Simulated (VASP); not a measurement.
# NaF: single point with r2SCAN

The system is NaF.

```
Na F
1.0
     0.00000    2.29717    2.24456
     2.29717    0.00000    2.24456
     2.29717    2.29717    0.00000
Na F
1 1
Direct
  0.00000 0.00000 0.00000
  0.50000 0.50000 0.50000
```

This cell differs from its parent crystal: uniaxial z strain -2.3%.

| Item | Value |
| --- | --- |
| Program | VASP 6.6.1 |
| Task | single point |
| Functional | r2SCAN |
| Potentials or basis | VASP PAW PBE potentials, release 64 (Na_pv, F) |
| Cutoff | 520 eV |
| k mesh | 10 × 10 × 10 |
| Occupations | gaussian, width 0.01 eV |
| Spin | no spin polarisation |
| Dipole correction | no |
| Further INCAR settings | ALGO = Normal; EDIFF = 1e-07; NBANDS = 14 |

```
Pressure               : 0.6 GPa
Band gap on the k mesh : 7.45 eV, direct
```

Stress tensor (GPa, compression positive):
```
-0.31  0.00  0.00
 0.00 -0.31  0.00
 0.00  0.00  2.48
```

Levels at points of the mesh, in eV from the valence-band top:
```csv
k point,band 3,band 4,band 5,band 6,band 7,band 8,band 9,band 10,band 11,band 12
"(0.00, 0.00, 0.00)",-19.35,-19.35,0.00,0.00,0.00,7.45,20.09,20.09,20.25,22.92
"(0.50, 0.00, 0.00)",-19.36,-18.82,-1.66,-0.30,-0.28,11.95,13.84,21.74,22.20,24.34
"(0.50, 0.50, 0.00)",-19.42,-19.42,-1.31,-0.46,-0.46,13.93,14.71,15.40,21.60,21.60
"(0.50, 0.00, 0.50)",-19.41,-19.41,-1.36,-0.43,-0.40,14.17,14.39,15.33,21.75,22.00
```

Run time: 31 s on 1 thread of Intel(R) Xeon(R) 6975P-C (Granite Rapids), with other jobs on the host, peak memory 0.15 GiB.

Caveat: the cell differs from its parent crystal (uniaxial z strain -2.3%); the PAW data sets were made with another functional, which shifts forces and pressure a little. A k mesh can miss the band edges.
